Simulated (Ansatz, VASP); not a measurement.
# C in VASP and in Ansatz

```
C
1.0
     2.32474    0.00000    0.00000
    -1.16237    2.01328    0.00000
     0.00000    0.00000   27.66205
C
12
Direct
  0.66667 0.33333 0.00144
  0.66667 0.33333 0.50146
  0.66667 0.33333 0.72985
  0.66667 0.33333 0.22987
  0.00000 0.00000 0.61569
  0.33333 0.66667 0.22985
  0.00000 0.00000 0.11569
  0.66667 0.33333 0.61375
  0.33333 0.66667 0.72987
  0.33333 0.66667 0.11375
  0.33333 0.66667 0.50144
  0.33333 0.66667 0.00146
```

Alike in both runs: task single point; functional LDA; k mesh 18 × 18 × 2; occupations gaussian, width 0.15 eV; no spin polarisation.

|  | VASP | Ansatz |
| --- | --- | --- |
| version | VASP 6.6.1 | Ansatz 0.2.0 |
| potentials or method | VASP PAW LDA potentials, release 64 (C), cutoff 520 eV | scalar-relativistic, plane waves, PAW |
| valence electrons in the cell | 48 | 48 |

Ansatz gave:

- gap on the k mesh at the Fermi level (eV): 0.02
- least direct gap on the mesh (eV): 0.02
- rms of the force components (eV/Å): 0.284

Question: Estimate VASP's values.

Answer: gap on the k mesh at the Fermi level (eV): 0.02; least direct gap on the mesh (eV): 0.02; rms of the force components (eV/Å): 0.282.

Ansatz warns that its potentials were made for another functional, while VASP's fit it. LDA's correlation is that of Perdew and Zunger in VASP and of Perdew and Wang (1992) in Ansatz. Atom by atom the forces differ by 0.002 eV/Å (rms over components).
